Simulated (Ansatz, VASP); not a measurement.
## One calculation of Al2H, two programs

The input INCAR:

```
SYSTEM = Al2H
ALGO = Normal
EDIFF = 1E-6
ENCUT = 500
GGA = PE
GGA_COMPAT = .False.
ISIF = 2
ISMEAR = 0
LASPH = .True.
LCHARG = .False.
LREAL = .False.
LWAVE = .False.
NBANDS = 16
NELM = 120
PREC = Accurate
SIGMA = 0.1
```

The input KPOINTS:

```
k-points
0
Gamma
  4 4 4
  0 0 0
```

POSCAR

```
Al2H
1.0
    4.7283381587     -2.1358085150      0.0000000000
    4.7283381587      2.1358085150      0.0000000000
    0.0000000000      0.0000000000      3.9844928556
Al H
4 2
Direct
    0.4286746055      0.8700410913      0.2500000000
    0.1299589087      0.5713253945      0.2500000000
    0.8700410913      0.4286746055      0.7500000000
    0.5713253945      0.1299589087      0.7500000000
    0.0278327211      0.9721672789      0.2500000000
    0.9721672789      0.0278327211      0.7500000000
```

Input for Ansatz:

```yaml
crystal:
  lattice:
    - [4.7283381587, -2.135808515, 0.0]
    - [4.7283381587, 2.135808515, 0.0]
    - [0.0, 0.0, 3.9844928556]
  atoms:
    - { symbol: Al, position: [0.4286746055, 0.8700410913, 0.25] }
    - { symbol: Al, position: [0.1299589087, 0.5713253945, 0.25] }
    - { symbol: Al, position: [0.8700410913, 0.4286746055, 0.75] }
    - { symbol: Al, position: [0.5713253945, 0.1299589087, 0.75] }
    - { symbol: H, position: [0.0278327211, 0.9721672789, 0.25] }
    - { symbol: H, position: [0.9721672789, 0.0278327211, 0.75] }
basis:
  ecutwfc: 420
kpoints:
  mp_grid: { grid: [4, 4, 4] }
hamiltonian:
  xc: pbe
scf:
  occupations: { method: gaussian, width: 0.1 }
  lower_state_search: "off"
output:
  forces: true
  stress: true
  eigenvalues: true
```

Change from the starting cell: species swapped into the CaMg2 type (Cmcm, No. 63).

Alike in both runs: task single point; functional PBE; k mesh 4 × 4 × 4; occupations gaussian, width 0.1 eV; no spin polarisation.

```csv
,VASP,Ansatz
version,VASP 6.6.1,Ansatz 0.2.0
potentials or method,"VASP PAW PBE potentials, release 64 (Al, H), cutoff 500 eV","scalar-relativistic, plane waves, PAW"
valence electrons in the cell,14,14
```

|  | VASP | Ansatz | Ansatz less VASP |
| --- | --- | --- | --- |
| gap on the k mesh at the Fermi level (eV) | none | none | - |
| pressure (GPa) | -0.1 | 0.0 | +0.10 |
| traceless stress, the component that is largest in VASP (GPa) | -0.31 | -0.32 | -0.010 |
| rms of the force components (eV/Å) | 0.009 | 0.008 | -0.0009 |

Atom by atom the forces differ by 0.002 eV/Å (rms over components). A gap of «none» marks a metal or a gap that the smearing closes.

The k mesh is coarse, so the values compare programs but aren't converged.
